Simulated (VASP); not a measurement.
# Mn (I4/mmm) in VASP: single point with PBE

Aim: the single point of Mn with PBE.

Program: VASP 6.6.1. These are calculated values, not measurements. Logs are shortened: lines on timing, memory, paths and dates and some standing lists are left out, and cuts for length are marked.

## (1) The cell of the first run

Symmetry: I4/mmm, No. 139, tetragonal system. Conventional cell: a = 2.576 Å, b = 2.576 Å, c = 3.462 Å, α = 90.00°, β = 90.00°, γ = 90.00°. Mn (site symmetry 4/mmm) has 12 Mn at 2.51 to 2.58 Å within 3.3 Å.

## (2) Single point, PBE, collinear spin, antiferromagnetic start

INCAR reads:

```
PREC     = Accurate       # precision mode
ENCUT    = 520            # plane-wave cutoff, eV
EDIFF    = 1E-6           # SCF threshold, eV
ISMEAR   = 0              # smearing method
SIGMA    = 0.05           # smearing width, eV
LREAL    = F              # projectors in reciprocal space
LASPH    = T              # aspherical terms in the spheres
NELM     = 150            # most SCF steps
ALGO     = Normal         # electronic algorithm
ISIF     = 2              # what is computed and relaxed
LWAVE    = F              # write WAVECAR
LCHARG   = T              # write CHGCAR
ISPIN    = 2              # spin polarisation
MAGMOM   = 1.53 -1.53     # initial moments
LORBIT   = 11             # projections on sites
LMAXMIX  = 4              # l up to which the mixer works
GGA      = PE             # functional
LELF     = T              # ELF
LVHAR    = T            
NBANDS   = 24             # bands
```

KPOINTS reads:

```
regular mesh
0
Gamma
  20 20 10
```

POSCAR reads:

```
Mn
1.0
    0.0000000000      1.8216619229      1.8216619228
    3.4624151569      1.8216619229      1.8216619228
    3.4624151569      3.6433238457     -0.0000000001
Mn
2
Direct
    0.0000000000      0.0000000000      0.0000000000
    0.0000000000      0.0000000000      0.5000000000
```

Potentials or basis: VASP PAW PBE potentials, release 64 (Mn_pv).

Command:

```console
> cat potpaw_PBE.64/Mn_pv/POTCAR > POTCAR
> mpirun -np 1 vasp_std > vasp.out
```

OUTCAR:

```text
PREC = Accurate
   ENCUT = 520
   EDIFF = 1E-6
   ISMEAR = 0
   LREAL = F
   LASPH = T
   NELM = 150
   ISIF = 2
   ISPIN = 2
   LORBIT = 11
   GGA = PE

 ion  position               nearest neighbor table
   1  0.000  0.000  0.000-   2 2.51   2 2.51   2 2.51   2 2.51   2 2.51   2 2.51   2 2.51   2 2.51

   2  0.000  0.000  0.500-   1 2.51   1 2.51   1 2.51   1 2.51   1 2.51   1 2.51   1 2.51   1 2.51

  LATTYP: Found a simple tetragonal cell.
 ALAT       =     2.5762189974
 C/A-ratio  =     1.3439910040

  Lattice vectors:

 A1 = (   0.0000000000,  -1.8216619229,  -1.8216619228)
 A2 = (   0.0000000000,   1.8216619228,  -1.8216619229)
 A3 = (   3.4624151569,   0.0000000000,   0.0000000000)

Analysis of symmetry for initial positions (statically):
=====================================================================
 Subroutine PRICEL returns following result:

  LATTYP: Found a body centered tetragonal cell.
 ALAT       =     2.5762189974
 C/A-ratio  =     1.3439910040

  Lattice vectors:

 A1 = (  -1.7312075784,  -0.0000000000,  -1.8216619228)
 A2 = (  -1.7312075784,   0.0000000000,   1.8216619228)
 A3 = (   1.7312075784,   1.8216619228,  -0.0000000000)

   2 primitive cells build up your supercell.

 Routine SETGRP: Setting up the symmetry group for a
 simple tetragonal supercell.

 Subroutine GETGRP returns: Found 16 space group operations
 (whereof 16 operations were pure point group operations)
 out of a pool of 16 trial point group operations.

The static configuration has the point symmetry D_4h.

Analysis of symmetry for dynamics (positions and initial velocities):
=====================================================================
 Subroutine PRICEL returns following result:

  LATTYP: Found a body centered tetragonal cell.
 ALAT       =     2.5762189974
 C/A-ratio  =     1.3439910040

  Lattice vectors:

 A1 = (  -1.7312075784,  -0.0000000000,  -1.8216619228)
 A2 = (  -1.7312075784,   0.0000000000,   1.8216619228)
 A3 = (   1.7312075784,   1.8216619228,  -0.0000000000)

   2 primitive cells build up your supercell.

 Routine SETGRP: Setting up the symmetry group for a
 simple tetragonal supercell.

 Subroutine GETGRP returns: Found 16 space group operations
 (whereof 16 operations were pure point group operations)
 out of a pool of 16 trial point group operations.

The dynamic configuration has the point symmetry D_4h.

Analysis of structural, dynamic, and magnetic symmetry:
=====================================================================
 Subroutine PRICEL returns following result:

  LATTYP: Found a body centered tetragonal cell.
 ALAT       =     2.5762189974
 C/A-ratio  =     1.3439910040

  Lattice vectors:

 A1 = (  -1.7312075784,  -0.0000000000,  -1.8216619228)
 A2 = (  -1.7312075784,   0.0000000000,   1.8216619228)
 A3 = (   1.7312075784,   1.8216619228,  -0.0000000000)

   2 primitive cells build up your supercell.

 Routine SETGRP: Setting up the symmetry group for a
 simple tetragonal supercell.

 Subroutine GETGRP returns: Found 16 space group operations
 (whereof 16 operations were pure point group operations)
 out of a pool of 16 trial point group operations.

The overall configuration has the point symmetry D_4h.

 Subroutine INISYM returns: Found 16 space group operations
 (whereof 16 operations are pure point group operations),
 and found     2 'primitive' translations

----------------------------------------------------------------------------------------

                                     Primitive cell

  volume of cell :      11.4899

  direct lattice vectors                    reciprocal lattice vectors
    -1.731207578 -0.000000000 -1.821661923    -0.288815741  0.274474640 -0.274474640
    -1.731207578  0.000000000  1.821661923    -0.288815741  0.274474640  0.274474640
     1.731207578  1.821661923 -0.000000000     0.000000000  0.548949279 -0.000000000

  length of vectors
     2.513072192  2.513072192  2.513072192     0.483825576  0.483825576  0.548949279

  position of ions in fractional coordinates (direct lattice)
     0.000000000  0.000000000  0.000000000

  ion indices of the primitive-cell ions
   primitive index   ion index
                 1           1

----------------------------------------------------------------------------------------

 KPOINTS: regular mesh

Automatic generation of k-mesh.
 Grid dimensions read from file:
 generate k-points for:   20   20   10

 Generating k-lattice:

  Cartesian coordinates                     Fractional coordinates (reciprocal lattice)
    -0.014440787  0.013723732  0.013723732     0.050000000  0.000000000 -0.000000000
     0.014440787 -0.013723732  0.013723732    -0.000000000  0.050000000  0.000000000
     0.000000000  0.027447464 -0.027447464     0.000000000  0.000000000  0.100000000

  Length of vectors
     0.024191279  0.024191279  0.038816576

  Shift w.r.t. Gamma in fractional coordinates (k-lattice)
     0.000000000  0.000000000  0.000000000

 Subroutine IBZKPT returns following result:
 ===========================================

 Found    366 irreducible k-points:

 Following reciprocal coordinates:
            Coordinates               Weight
  0.000000  0.000000  0.000000      1.000000
  0.050000  0.000000  0.000000      8.000000
  0.100000  0.000000  0.000000      8.000000
  0.150000  0.000000 -0.000000      8.000000
  0.200000  0.000000  0.000000      8.000000
  0.250000 -0.000000  0.000000      8.000000
[... 16 lines left out ...]
 -0.400000  0.050000 -0.000000     16.000000
 -0.350000  0.050000  0.000000     16.000000
 [... further k-points ...]
   k-points           NKPTS =    366   k-points in BZ     NKDIM =    366   number of bands    NBANDS=     24
   number of dos      NEDOS =    301   number of ions     NIONS =      2
   total plane-waves  NPLWV =  25600
   dimension x,y,z NGX =    20 NGY =   32 NGZ =   40
   dimension x,y,z NGXF=    40 NGYF=   64 NGZF=   80
   ions per type =               2
   NGX,Y,Z   is equivalent  to a cutoff of  12.91, 12.33, 13.23 a.u.
   NGXF,Y,Z  is equivalent  to a cutoff of  25.81, 24.65, 26.46 a.u.
 SYSTEM =  unknown system
   PREC   = accura    normal or accurate (medium, high low for compatibility)
   ISTART =      0    job   : 0-new  1-cont  2-samecut
   ICHARG =      2    charge: 1-file 2-atom 10-const
   ISPIN  =      2    spin polarized calculation?
   LNONCOLLINEAR =      F non collinear calculations
   LSORBIT =      F    spin-orbit coupling
   LASPH  =      T    aspherical Exc in radial PAW
   ENCUT  =  520.0 eV  38.22 Ry    6.18 a.u.   4.79  8.02  9.35*2*pi/ulx,y,z
   NELM   =    150;   NELMIN=  2; NELMDL= -5     # of ELM steps
   EDIFF  = 0.1E-05   stopping-criterion for ELM
   LREAL  =      F    real-space projection
   EDIFFG = 0.1E-04   stopping-criterion for IOM
   NSW    =      0    number of steps for IOM
   IBRION =     -1    ionic relax: 0-MD 1-quasi-New 2-CG
   NFREE  =      0    steps in history (QN), initial steepest desc. (CG)
   ISIF   =      2    stress and relaxation
   ISYM   =      2    0-nonsym 1-usesym 2-fastsym
   POTIM  = 0.5000    time-step for ionic-motion
   TEBEG  =    0.0;   TEEND  =   0.0 temperature during run
   PSTRESS=    0.0 pullay stress
   NELECT =      26.0000    total number of electrons
   NUPDOWN=      -1.0000    fix difference up-down
   EMIN   =  10.00;   EMAX   =-10.00  energy-range for DOS
   EFERMI =   0.00;   METHOD = LEGACY
   ISMEAR =     0;   SIGMA  =   0.05  broadening in eV -4-tet -1-fermi 0-gaus
   EFERMI_NEDOS =   21; number of points for ismear=-14 and -15
   IALGO  =     38    algorithm
   IMIX   =      4    mixing-type and parameters
     AMIX     =   0.40;   BMIX     =  1.00
     AMIX_MAG =   1.60;   BMIX_MAG =  1.00
  volume/ion in A,a.u.               =      11.49        77.54
  Fermi-wavevector in a.u.,A,eV,Ry     =   1.705890  3.223665 39.593784  2.910061
  Thomas-Fermi vector in A             =   2.785027
   LORBIT       =     11    0 simple, 1 ext, 2 COOP (PROOUT), +10 PAW based schemes
   GGA     = PE    functional components
   LHFCALC =     F    Hartree Fock is set to
   AEXX    =    0.0000 exact exchange contribution
   IVDW    =     0    specifies the selected vdW correction
   LEPSILON=     F    determine dielectric tensor
   LRPA    =     F    only Hartree local field effects (RPA)
 spin polarized calculation
 Gauss-broadening in eV      SIGMA  =   0.05
  energy-cutoff  :      520.00
  volume of cell :       22.98
 maximum number of plane-waves:       638
   NGX =  9   NGY = 17   NGZ = 19

 number of electron      26.0000000 magnetization      -0.0000000

 number of electron      26.0000000 magnetization       0.0000000

 Free energy of the ion-electron system (eV)
  ---------------------------------------------------
  ext. energy  EPLUGINS =         0.00000000
  ---------------------------------------------------
  free energy    TOTEN  =       -17.94123096 eV

  energy without entropy =      -17.93841434  energy(sigma->0) =      -17.93982265

 E-fermi :   9.6828     XC(G=0): -13.5856

 val. band max:        9.6788019154   @ k =  -0.3000   0.4000   0.1000
 cond. band min:       9.6862153774   @ k =   0.2500   0.1500   0.0000
 fundamental gap:      0.0074134620
 Fermi energy:         9.6827623225

 spin component 1

 k-point     1 :       0.0000    0.0000    0.0000
  band No.  band energies     occupation
      1     -39.2729      1.00000
      2     -38.9604      1.00000
      3     -38.9604      1.00000
      4     -37.1502      1.00000
      5     -36.9867      1.00000
      6     -36.9867      1.00000
[... 637 lines left out ...]
     23      31.0506      0.00000
     24      33.2221      0.00000

 [... further k-points ...]

 spin component 2

 k-point     1 :       0.0000    0.0000    0.0000
  band No.  band energies     occupation
      1     -39.2729      1.00000
      2     -38.9604      1.00000
      3     -38.9604      1.00000
      4     -37.1502      1.00000
      5     -36.9867      1.00000
      6     -36.9867      1.00000
[... 637 lines left out ...]
     23      31.0506      0.00000
     24      33.2221      0.00000

 [... further k-points ...]

------------------------ aborting loop because EDIFF is reached ----------------------------------------

  FORCE on cell =-STRESS in cart. coord.  units (eV):
  Direction    XX          YY          ZZ          XY          YZ          ZX
  --------------------------------------------------------------------------------------
  -------------------------------------------------------------------------------------
  Total       -0.0806200     -0.0349319     -0.0349319      0.0000000      0.0000000     -0.0000000
  in kB       -5.6209383     -2.4355027     -2.4355027      0.0000000      0.0000000     -0.0000000
  external PRESSURE =      -3.4973146 kB  Pullay stress =       0.0000000 kB

 VOLUME and BASIS-vectors are now :
 -----------------------------------------------------------------------------
  energy-cutoff  :      520.00
  volume of cell :       22.98
      direct lattice vectors                 reciprocal lattice vectors
     0.000000000  1.821661923  1.821661923    -0.288815741  0.274474640  0.274474640
     3.462415157  1.821661923  1.821661923     0.288815741 -0.274474640  0.274474640
     3.462415157  3.643323846 -0.000000000     0.000000000  0.274474640 -0.274474640

 POSITION                                       TOTAL-FORCE (eV/Angst)
 -----------------------------------------------------------------------------------
      0.00000      0.00000      0.00000        -0.000000      0.000000      0.000000
      1.73121      1.82166     -0.00000         0.000000     -0.000000     -0.000000
 -----------------------------------------------------------------------------------
    total drift:                               -0.000000     -0.000000     -0.000000

  FREE ENERGIE OF THE ION-ELECTRON SYSTEM (eV)
  ---------------------------------------------------
  free  energy   TOTEN  =       -17.9412309629 eV

  energy  without entropy=      -17.9384143416  energy(sigma->0) =      -17.93982265

 total charge

# of ion       s       p       d       tot
------------------------------------------
    1        0.407   6.370   5.084  11.860
    2        0.407   6.370   5.084  11.860
--------------------------------------------------
tot          0.813  12.739  10.168  23.721

 magnetization (x)

# of ion       s       p       d       tot
------------------------------------------
    1        0.024   0.030   1.841   1.895
    2       -0.024  -0.030  -1.841  -1.895
--------------------------------------------------
tot          0.000   0.000   0.000   0.000
```

Run time: 10 min. Hardware: 1 thread of Intel Xeon Platinum 8259CL at 2.50GHz (Skylake/Cascade Lake), shared host; peak memory 0.39 GiB.

Results:

| Property | Result |
| --- | --- |
| Free energy | -17.9412 eV |
| Pressure | -0.3 GPa |
| Band gap on the k mesh | zero (filled and empty bands overlap) |
| Net moment | 0.00 μB per cell |
| Site moments | Mn +1.90, -1.90 μB |
| Valence electrons inside the program's atomic spheres | Mn 11.86 |

Stress tensor (GPa, compression positive):
```
-0.56  0.00  0.00
 0.00 -0.24  0.00
 0.00  0.00 -0.24
```
